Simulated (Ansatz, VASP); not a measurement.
Two plane-wave programs on Ga2O3

```
Ga O
1.0
     2.99095    0.00000    0.00000
    -1.49547    2.59024    0.00000
     0.00000    0.00000    6.84579
Ga O
2 3
Direct
  0.33333 0.66667 0.20392
  0.66667 0.33333 0.79608
  0.00000 0.00000 0.00000
  0.33333 0.66667 0.69160
  0.66667 0.33333 0.30840
```

Alike in both runs: task single point; functional r2SCAN; k mesh 12 × 12 × 4; no spin polarisation.

|  | VASP | Ansatz |
| --- | --- | --- |
| version | VASP 6.6.1 | Ansatz 0.2.0 |
| potentials or method | VASP PAW PBE potentials, release 64 (Ga_d, O) | plane waves, PAW |
| plane-wave cutoff (eV) | 520 | 500 |
| occupations | gaussian, width 0.01 eV | fixed |
| valence electrons in the cell | 44 | 44 |

Ansatz gave:

- gap on the k mesh at the Fermi level (eV): 3.12
- pressure (GPa): 0.0
- traceless stress, the component that is largest in VASP (GPa): -0.02
- rms of the force components (eV/Å): 0.000

Task: Which values does VASP return?

Result: gap on the k mesh at the Fermi level (eV): 3.09; pressure (GPa): 1.8; traceless stress, the component that is largest in VASP (GPa): -1.19; rms of the force components (eV/Å): 0.044.

VASP's potentials were made for PBE, not for r2SCAN. Atom by atom the forces differ by 0.044 eV/Å (rms over components).
